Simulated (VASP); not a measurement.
# HfN in VASP: single point with PBE

Aim: the single point of HfN with PBE.

Program: VASP 6.6.1. These are calculated values, not measurements. Logs are shortened: lines on timing, memory, paths and dates and some standing lists are left out, and cuts for length are marked.

## 1. The cell of the first run

The cell holds a slab with vacuum, 10 atoms: a = 3.216 Å, b = 3.216 Å, c = 26.816 Å, α = 90.00°, β = 90.00°, γ = 120.00°.

## 2. Single point, PBE

INCAR reads:

```
  PREC = Accurate
  ENCUT = 520
  EDIFF = 1E-6
  ISMEAR = 0
  SIGMA = 0.1
  LREAL = F
  LASPH = T
  NELM = 100
  ALGO = Normal
  ISIF = 2
  LWAVE = F
  LCHARG = F
  LDIPOL = T
  IDIPOL = 3
  DIPOL = 0.5 0.5 0.500
  GGA = PE
  NBANDS = 48
```

KPOINTS reads:

```
regular mesh
0
Gamma
  12 12 1
```

POSCAR reads:

```
HfN
1.0
    3.2157753576      0.0000000000      0.0000000000
   -1.6078876788      2.7849431526      0.0000000000
    0.0000000000      0.0000000000     26.8155131304
N Hf
5 5
Direct
    0.3333333333      0.6666666667      0.2796888489
    0.0000000000      0.0000000000      0.3776049161
    0.6666666667      0.3333333333      0.4755209832
    0.3333333333      0.6666666667      0.5734370504
    0.0000000000      0.0000000000      0.6713531175
    0.6666666667      0.3333333333      0.3286468825
    0.3333333333      0.6666666667      0.4265629496
    0.0000000000      0.0000000000      0.5244790168
    0.6666666667      0.3333333333      0.6223950839
    0.3333333333      0.6666666667      0.7203111511
```

Potentials or basis: VASP PAW PBE potentials, release 64 (N, Hf_pv).

Started as:

```console
$ cat potpaw_PBE.64/N/POTCAR potpaw_PBE.64/Hf_pv/POTCAR > POTCAR
$ mpirun -np 1 vasp_std > vasp.out
```

OUTCAR:

```text
PREC = Accurate
   ENCUT = 520
   EDIFF = 1E-6
   ISMEAR = 0
   LREAL = F
   LASPH = T
   NELM = 100
   ISIF = 2
   GGA = PE

 ion  position               nearest neighbor table
   1  0.333  0.667  0.280-   6 2.27   6 2.27   6 2.27
   2  0.000  0.000  0.378-   7 2.27   7 2.27   7 2.27   6 2.27   6 2.27   6 2.27
   3  0.667  0.333  0.476-   8 2.27   7 2.27   7 2.27   8 2.27   8 2.27   7 2.27
   4  0.333  0.667  0.573-   9 2.27   9 2.27   9 2.27   8 2.27   8 2.27   8 2.27
   5  0.000  0.000  0.671-   9 2.27  10 2.27   9 2.27  10 2.27   9 2.27  10 2.27
   6  0.667  0.333  0.329-   2 2.27   1 2.27   1 2.27   2 2.27   2 2.27   1 2.27   7 3.22   7 3.22
                             7 3.22
   7  0.333  0.667  0.427-   2 2.27   2 2.27   2 2.27   3 2.27   3 2.27   3 2.27   6 3.22   6 3.22
                             6 3.22   8 3.22   8 3.22   8 3.22
   8  0.000  0.000  0.524-   3 2.27   4 2.27   3 2.27   4 2.27   3 2.27   4 2.27   9 3.22   9 3.22
                             9 3.22   7 3.22   7 3.22   7 3.22
   9  0.667  0.333  0.622-   4 2.27   4 2.27   4 2.27   5 2.27   5 2.27   5 2.27   8 3.22   8 3.22
                             8 3.22  10 3.22  10 3.22  10 3.22
  10  0.333  0.667  0.720-   5 2.27   5 2.27   5 2.27   9 3.22   9 3.22   9 3.22

  LATTYP: Found a hexagonal cell.
 ALAT       =     3.2157753576
 C/A-ratio  =     8.3387395413

  Lattice vectors:

 A1 = (   3.2157753576,   0.0000000000,   0.0000000000)
 A2 = (  -1.6078876788,   2.7849431526,   0.0000000000)
 A3 = (   0.0000000000,   0.0000000000,  26.8155131304)

Analysis of symmetry for initial positions (statically):
=====================================================================
 Subroutine PRICEL returns:
 Original cell was already a primitive cell.

 Routine SETGRP: Setting up the symmetry group for a
 hexagonal supercell.

 Subroutine GETGRP returns: Found  6 space group operations
 (whereof  6 operations were pure point group operations)
 out of a pool of 24 trial point group operations.

The static configuration has the point symmetry C_3v.

Analysis of symmetry for dynamics (positions and initial velocities):
=====================================================================
 Subroutine PRICEL returns:
 Original cell was already a primitive cell.

 Routine SETGRP: Setting up the symmetry group for a
 hexagonal supercell.

 Subroutine GETGRP returns: Found  6 space group operations
 (whereof  6 operations were pure point group operations)
 out of a pool of 24 trial point group operations.
[... 127 lines left out ...]
   EFERMI_NEDOS =   21; number of points for ismear=-14 and -15
   IALGO  =     38    algorithm
   IMIX   =      4    mixing-type and parameters
     AMIX     =   0.40;   BMIX     =  1.00
     AMIX_MAG =   1.60;   BMIX_MAG =  1.00
  volume/ion in A,a.u.               =      24.02       162.06
  Fermi-wavevector in a.u.,A,eV,Ry     =   1.110706  2.098930 16.785076  1.233668
  Thomas-Fermi vector in A             =   2.247261
   LORBIT       =      0    0 simple, 1 ext, 2 COOP (PROOUT), +10 PAW based schemes
   GGA     = PE    functional components
   LHFCALC =     F    Hartree Fock is set to
   AEXX    =    0.0000 exact exchange contribution
   IVDW    =     0    specifies the selected vdW correction
   LEPSILON=     F    determine dielectric tensor
   LRPA    =     F    only Hartree local field effects (RPA)
 non-spin polarized calculation
 Gauss-broadening in eV      SIGMA  =   0.10
  energy-cutoff  :      520.00
  volume of cell :      240.15
 maximum number of plane-waves:      6552
 NGX is ok and might be reduce to    24
   NGX = 11   NGY = 11   NGZ = 99

 dipolmoment           0.000000      0.000000      0.655330 electrons x Angstroem

 number of electron      75.0000019 magnetization

 dipolmoment           0.000000      0.000000     -0.185184 electrons x Angstroem

 Free energy of the ion-electron system (eV)
  ---------------------------------------------------
  ext. energy  EPLUGINS =         0.00000000
  ---------------------------------------------------
  free energy    TOTEN  =      -103.93811737 eV

  energy without entropy =     -103.90934548  energy(sigma->0) =     -103.92373142

 E-fermi :   0.5160     XC(G=0):  -7.0072

 val. band max:        0.5071819904   @ k =   0.1667  -0.0000   0.0000
 cond. band min:       0.5913263627   @ k =   0.3333   0.3333   0.0000
 fundamental gap:      0.0841443723
 Fermi energy:         0.5160280836

 k-point     1 :       0.0000    0.0000    0.0000
  band No.  band energies     occupation
      1     -31.4801      2.00000
      2     -31.2042      2.00000
      3     -30.9287      2.00000
      4     -30.7798      2.00000
      5     -30.7798      2.00000
      6     -30.7072      2.00000
[... 958 lines left out ...]
     47       4.4229      0.00000
     48       4.8259      0.00000

------------------------ aborting loop because EDIFF is reached ----------------------------------------

 vacuum level on the upper side and lower side of the slab       (xc-potential included)        -2.038         1.626

  FORCE on cell =-STRESS in cart. coord.  units (eV):
  Direction    XX          YY          ZZ          XY          YZ          ZX
  --------------------------------------------------------------------------------------
  -------------------------------------------------------------------------------------
  Total       -3.4922150     -3.4922150     -6.2041564      0.0000000      0.0000000      0.0000000
  in kB      -23.2982556    -23.2982556    -41.3909285      0.0000000      0.0000000      0.0000000
  external PRESSURE =     -29.3291466 kB  Pullay stress =       0.0000000 kB

 VOLUME and BASIS-vectors are now :
 -----------------------------------------------------------------------------
  energy-cutoff  :      520.00
  volume of cell :      240.15
      direct lattice vectors                 reciprocal lattice vectors
     3.215775358  0.000000000  0.000000000     0.310966995  0.179536878  0.000000000
    -1.607887679  2.784943153  0.000000000     0.000000000  0.359073757  0.000000000
     0.000000000  0.000000000 26.815513130     0.000000000  0.000000000  0.037291847

 POSITION                                       TOTAL-FORCE (eV/Angst)
 -----------------------------------------------------------------------------------
     -0.00000      1.85663      7.50000         0.000000     -0.000000      5.116745
      0.00000      0.00000     10.12567        -0.000000     -0.000000      1.460598
      1.60789      0.92831     12.75134        -0.000000      0.000000     -0.036364
     -0.00000      1.85663     15.37701         0.000000     -0.000000     -0.012894
      0.00000      0.00000     18.00268        -0.000000     -0.000000     -0.234724
      1.60789      0.92831      8.81283         0.000000     -0.000000     -6.784316
     -0.00000      1.85663     11.43850         0.000000     -0.000000      0.483140
      0.00000      0.00000     14.06417        -0.000000     -0.000000     -0.451322
      1.60789      0.92831     16.68984        -0.000000     -0.000000      1.017461
     -0.00000      1.85663     19.31551         0.000000     -0.000000     -0.558324
 -----------------------------------------------------------------------------------
    total drift:                                0.000000     -0.000000     -0.000414

  FREE ENERGIE OF THE ION-ELECTRON SYSTEM (eV)
  ---------------------------------------------------
  free  energy   TOTEN  =      -103.9381173664 eV

  energy  without entropy=     -103.9093454794  energy(sigma->0) =     -103.92373142

 vacuum level on the upper side and lower side of the slab         4.858         8.596
```

OSZICAR:

```text
N       E                     dE             d eps       ncg     rms          rms(c)
DAV:   1     0.483863419430E+03    0.48386E+03   -0.40779E+04  2056   0.141E+03
DAV:   2    -0.738264286209E+02   -0.55769E+03   -0.54191E+03  2216   0.380E+02
DAV:   3    -0.119690140252E+03   -0.45864E+02   -0.45128E+02  2280   0.881E+01
[... 13 lines left out ...]
DAV:  74    -0.103938110258E+03   -0.85071E-05   -0.12205E-06  1400   0.383E-03    0.127E-02
DAV:  75    -0.103938112632E+03   -0.23740E-05   -0.20387E-07  1224   0.199E-03    0.102E-02
DAV:  76    -0.103938114187E+03   -0.15552E-05   -0.84738E-07  1344   0.272E-03    0.968E-03
DAV:  77    -0.103938116439E+03   -0.22522E-05   -0.27666E-07  1176   0.164E-03    0.491E-03
DAV:  78    -0.103938117366E+03   -0.92747E-06   -0.64767E-08  1104   0.893E-04
   1 F= -.10393812E+03 E0= -.10392373E+03  d E =-.287719E-01
```

It took 9.2 min on 1 thread of Intel Xeon 6975P-C (Granite Rapids), shared host; peak memory 0.42 GiB.

Results:

```
Free energy            : -103.9381 eV
Largest force          : 6.784 eV/Å
Band gap on the k mesh : zero (an odd number of electrons rules out a gap without spin polarisation)
```

Forces on the atoms (eV/Å):
```
N    0.000  0.000  5.117
N    0.000  0.000  1.461
N    0.000  0.000 -0.036
N    0.000  0.000 -0.013
N    0.000  0.000 -0.235
Hf   0.000  0.000 -6.784
Hf   0.000  0.000  0.483
Hf   0.000  0.000 -0.451
Hf   0.000  0.000  1.017
Hf   0.000  0.000 -0.558
```

Caveat: spin-orbit coupling is left out, which moves the levels of the heavy elements.
